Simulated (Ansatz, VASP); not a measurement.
## Lu3As2Pb3 in VASP and in Ansatz

```
CELL_PARAMETERS angstrom
5.38688 0.00000 0.00000
-2.69344 4.66517 0.00000
0.00000 0.00000 12.25295
ATOMIC_POSITIONS crystal
Lu 0.00000 0.00000 0.26061
Lu 0.00000 0.00000 0.73939
Lu 0.00000 0.00000 0.00000
As 0.33333 0.66667 0.00000
As 0.66667 0.33333 0.00000
Pb 0.33333 0.66667 0.50000
Pb 0.66667 0.33333 0.50000
Pb 0.00000 0.00000 0.50000
```

Alike in both runs: functional PBE; k mesh 9 × 9 × 4; occupations gaussian, width 0.1 eV; no spin polarisation.

Ansatz relaxed the structure, and its values are those at the end. VASP's run is a single point on that final structure, the one shown.

|  | VASP | Ansatz |
| --- | --- | --- |
| version | VASP 6.6.1 | Ansatz 0.2.0 |
| potentials or method | VASP PAW PBE potentials, release 64 (Lu, As, Pb_d), cutoff 520 eV | scalar-relativistic, plane waves, PAW |
| valence electrons in the cell | 127 | 147 |

```tsv
	VASP	Ansatz	Ansatz less VASP
gap on the k mesh at the Fermi level (eV)	none	none	-
pressure (GPa)	0.0	0.0	0.00
```

A gap of «none» marks a metal or a gap that the smearing closes. With one functional, cell and mesh, what is left measures potentials, basis and numerics. VASP's potentials hold 127 valence electrons a cell and Ansatz's 147, so a difference there can come from the potentials and not from the codes.

Neither program's run includes spin-orbit coupling.
